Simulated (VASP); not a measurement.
# GaN in VASP: relaxation of the atoms with PBE

Aim: the relaxation of the atoms of GaN with PBE.

Program: VASP 6.6.1. These are calculated values, not measurements. Logs are shortened: lines on timing, memory, paths and dates and some standing lists are left out, and cuts for length are marked.

### Step 1. The cell of the first run

The cell holds a slab with vacuum, 8 atoms: a = 3.219 Å, b = 5.243 Å, c = 17.717 Å, α = 90.00°, β = 90.00°, γ = 90.00°.

### Step 2. Relaxation of the atoms, PBE

INCAR

```
SYSTEM = GaN
PREC = Accurate
ENCUT = 520
EDIFF = 1E-6
ISMEAR = 0
SIGMA = 0.05
LREAL = .FALSE.
LASPH = .TRUE.
NELM = 100
ALGO = Normal
ISIF = 2
LWAVE = .FALSE.
LCHARG = .FALSE.
LDIPOL = .TRUE.
IDIPOL = 3
DIPOL = 0.5 0.5 0.500
GGA = PE
IBRION = 2
NSW = 70
EDIFFG = -0.03
KPAR = 2
```

KPOINTS

```
regular mesh
0
G
  8 5 1
  0 0 0
```

POSCAR

```
GaN
1.0
    3.2186527183      0.0000000000      0.0000000000
    0.0000000000      5.2434880756      0.0000000000
    0.0000000000      0.0000000000     17.7165800266
Ga N
4 4
Selective dynamics
Direct
    0.0000000000      0.0008659247      0.3951101166  F F F
    0.5000000000      0.5008659247      0.4475550583  F F F
    0.5000000000      0.0008659247      0.5524449417  T T T
    0.0000000000      0.5008659247      0.6048898834  T T T
    0.0000000000      0.6241340753      0.3951101166  F F F
    0.5000000000      0.1241340753      0.4475550583  F F F
    0.5000000000      0.6241340753      0.5524449417  T T T
    0.0000000000      0.1241340753      0.6048898834  T T T
```

Potentials or basis: VASP PAW PBE potentials, release 64 (Ga_d, N).

Started as:

```console
cat potpaw_PBE.64/Ga_d/POTCAR potpaw_PBE.64/N/POTCAR > POTCAR
mpirun -np 2 vasp_std > vasp.out
```

OUTCAR:

```text
SYSTEM = GaN
   PREC = Accurate
   ENCUT = 520
   EDIFF = 1E-6
   ISMEAR = 0
   LREAL = .FALSE.
   LASPH = .TRUE.
   NELM = 100
   ISIF = 2
   GGA = PE
   IBRION = 2
   NSW = 70
   EDIFFG = -0.03

 ion  position               nearest neighbor table
   1  0.000  0.001  0.395-   6 1.97   6 1.97   5 1.98
   2  0.500  0.501  0.448-   7 1.97   5 1.97   5 1.97   6 1.98
   3  0.500  0.001  0.552-   6 1.97   8 1.97   8 1.97   7 1.98
   4  0.000  0.501  0.605-   7 1.97   7 1.97   8 1.98
   5  0.000  0.624  0.395-   2 1.97   2 1.97   1 1.98
   6  0.500  0.124  0.448-   3 1.97   1 1.97   1 1.97   2 1.98
   7  0.500  0.624  0.552-   2 1.97   4 1.97   4 1.97   3 1.98
   8  0.000  0.124  0.605-   3 1.97   3 1.97   4 1.98

  LATTYP: Found a simple orthorhombic cell.
 ALAT       =     3.2186527183
 B/A-ratio  =     1.6290940758
 C/A-ratio  =     5.5043465627

  Lattice vectors:

 A1 = (   3.2186527183,   0.0000000000,   0.0000000000)
 A2 = (   0.0000000000,   5.2434880756,   0.0000000000)
 A3 = (   0.0000000000,   0.0000000000,  17.7165800266)

Analysis of symmetry for initial positions (statically):
=====================================================================
 Subroutine PRICEL returns:
 Original cell was already a primitive cell.

 Routine SETGRP: Setting up the symmetry group for a
 simple orthorhombic supercell.

 Subroutine GETGRP returns: Found  4 space group operations
 (whereof  2 operations were pure point group operations)
 out of a pool of  8 trial point group operations.

The static configuration has the point symmetry C_1h.
 The point group associated with its full space group is C_2v.

Analysis of symmetry for dynamics (positions and initial velocities):
=====================================================================
 Subroutine PRICEL returns:
 Original cell was already a primitive cell.

 Routine SETGRP: Setting up the symmetry group for a
 simple orthorhombic supercell.

 Subroutine GETGRP returns: Found  4 space group operations
 (whereof  2 operations were pure point group operations)
 out of a pool of  8 trial point group operations.

[... 161 lines left out ...]
 Free energy of the ion-electron system (eV)
  ---------------------------------------------------
  ext. energy  EPLUGINS =         0.00000000
  ---------------------------------------------------
  free energy    TOTEN  =       -44.48886524 eV

  energy without entropy =      -44.48886524  energy(sigma->0) =      -44.48886524

------------------------ aborting loop because EDIFF is reached ----------------------------------------

  FORCE on cell =-STRESS in cart. coord.  units (eV):
  Direction    XX          YY          ZZ          XY          YZ          ZX
  --------------------------------------------------------------------------------------
  -------------------------------------------------------------------------------------
  Total       -1.2771077     -6.5593476     -1.9218124      0.0000000     -0.0000079      0.0000000
  in kB       -6.8432719    -35.1477021    -10.2978672      0.0000000     -0.0000424      0.0000000
  external PRESSURE =     -17.4296137 kB  Pullay stress =       0.0000000 kB
[... 107 lines left out ...]
  FREE ENERGIE OF THE ION-ELECTRON SYSTEM (eV)
  ---------------------------------------------------
  free  energy   TOTEN  =       -44.9906386904 eV

  energy  without entropy=      -44.9906386904  energy(sigma->0) =      -44.99063869

 dipolmoment           0.000000      0.000000     -0.000180 electrons x Angstroem

[... ionic steps 4 to 21 ...]

--------------------------------------- Ionic step       22  -------------------------------------------

 number of electron      72.0000007 magnetization

------------------------ aborting loop because EDIFF is reached ----------------------------------------
[... 39 lines left out ...]
 number of electron      72.0000006 magnetization

------------------------ aborting loop because EDIFF is reached ----------------------------------------

 vacuum level on the upper side and lower side of the slab       (xc-potential included)         0.006        -0.032

  FORCE on cell =-STRESS in cart. coord.  units (eV):
  Direction    XX          YY          ZZ          XY          YZ          ZX
  --------------------------------------------------------------------------------------
  -------------------------------------------------------------------------------------
  Total        0.8984871     -1.2667794     -2.3953044      0.0000000      0.9613162      0.0000000
  in kB        4.8144660     -6.7879288    -12.8350331      0.0000000      5.1511304      0.0000000
  external PRESSURE =      -4.9361653 kB  Pullay stress =       0.0000000 kB
[... 29 lines left out ...]
--------------------------------------- Ionic step       24  -------------------------------------------

 number of electron      72.0000006 magnetization

 dipolmoment           0.000000      0.000000      0.003799 electrons x Angstroem

 Free energy of the ion-electron system (eV)
  ---------------------------------------------------
  ext. energy  EPLUGINS =         0.00000000
  ---------------------------------------------------
  free energy    TOTEN  =       -45.06600886 eV

  energy without entropy =      -45.06600886  energy(sigma->0) =      -45.06600886

 E-fermi :  -1.5555     XC(G=0):  -4.4667

 val. band max:       -1.8409525361   @ k =   0.0000   0.0000   0.0000
 cond. band min:      -1.0683907424   @ k =   0.0000   0.0000   0.0000
 fundamental gap:      0.7725617937
 Fermi energy:        -1.5554821703

 k-point     1 :       0.0000    0.0000    0.0000
  band No.  band energies     occupation
      1     -17.9386      2.00000
      2     -17.2073      2.00000
      3     -17.0785      2.00000
      4     -16.4089      2.00000
      5     -16.0199      2.00000
      6     -15.9419      2.00000
[... 679 lines left out ...]
     42       4.1666      0.00000
     43       5.1613      0.00000

------------------------ aborting loop because EDIFF is reached ----------------------------------------

 vacuum level on the upper side and lower side of the slab       (xc-potential included)        -0.067        -0.124

  FORCE on cell =-STRESS in cart. coord.  units (eV):
  Direction    XX          YY          ZZ          XY          YZ          ZX
  --------------------------------------------------------------------------------------
  -------------------------------------------------------------------------------------
  Total        0.9199010     -1.2851053     -2.3934118      0.0000000      0.9748802      0.0000000
  in kB        4.9292109     -6.8861266    -12.8248921      0.0000000      5.2238119      0.0000000
  external PRESSURE =      -4.9272693 kB  Pullay stress =       0.0000000 kB
[... 23 lines left out ...]
  FREE ENERGIE OF THE ION-ELECTRON SYSTEM (eV)
  ---------------------------------------------------
  free  energy   TOTEN  =       -45.0660088616 eV

  energy  without entropy=      -45.0660088616  energy(sigma->0) =      -45.06600886

 reached required accuracy - stopping structural energy minimisation

 vacuum level on the upper side and lower side of the slab         3.172         3.115
```

Run time: 17 min. Hardware: 2 MPI ranks of Intel Xeon Platinum 8488C (Sapphire Rapids), shared host; peak memory 0.46 GiB.

Results:

- Free energy: -45.0660 eV
- Energy gained by relaxing: 72.1 meV/atom
- Ionic steps: 24
- Band gap on the k mesh: 0.77 eV

The path:
```
step  energy change (eV)  largest force on free atoms (eV/Å)  pressure (GPa)
   1              0.0000                              2.4202           -1.74
   2             -0.4404                              1.1595           -1.24
   3             -0.5018                              1.2126           -0.84
   4             -0.5544                              0.6272           -0.72
   5             -0.5564                              0.4586           -0.75
   6             -0.5659                              0.1901           -0.63
   7             -0.5659                              0.1864           -0.63
   8             -0.5690                              0.1237           -0.58
   9             -0.5696                              0.1767           -0.54
  10             -0.5716                              0.1411           -0.54
  11             -0.5717                              0.1539           -0.53
  12             -0.5731                              0.0836           -0.53
  13             -0.5732                              0.0981           -0.52
  14             -0.5740                              0.0880           -0.53
  15             -0.5743                              0.0977           -0.53
  16             -0.5752                              0.0712           -0.54
  17             -0.5754                              0.1129           -0.54
  18             -0.5759                              0.0656           -0.53
  19             -0.5764                              0.0949           -0.52
  20             -0.5760                              0.1757           -0.49
  21             -0.5765                              0.1133           -0.51
  22             -0.5769                              0.0425           -0.50
  23             -0.5770                              0.0390           -0.49
  24             -0.5771                              0.0261           -0.49
```

Final structure:
```
Ga N
1.0
     3.21865    0.00000    0.00000
     0.00000    5.24349    0.00000
     0.00000    0.00000   17.71658
Ga N
4 4
Cartesian
  0.0000 0.0045 7.0000
  1.6093 2.6263 7.9291
  1.6093 5.2129 9.9255
  0.0000 2.4409 10.4823
  0.0000 3.2726 7.0000
  1.6093 0.6509 7.9291
  1.6093 3.2705 9.9177
  0.0000 0.6222 10.6772
```

Levels at points of the mesh, in eV from the valence-band top:
| k point | band 32 | band 33 | band 34 | band 35 | band 36 | band 37 | band 38 | band 39 | band 40 | band 41 |
| --- | --- | --- | --- | --- | --- | --- | --- | --- | --- | --- |
| (0.00, 0.00, 0.00) | -1.03 | -0.84 | -0.79 | -0.35 | 0.00 | 0.77 | 2.40 | 4.38 | 4.53 | 5.00 |
| (0.50, 0.00, 0.00) | -2.88 | -2.61 | -1.54 | -0.93 | -0.41 | 2.04 | 3.27 | 5.21 | 5.48 | 5.53 |

Caveat: semilocal functionals underestimate gaps, and a narrow one can read as zero.
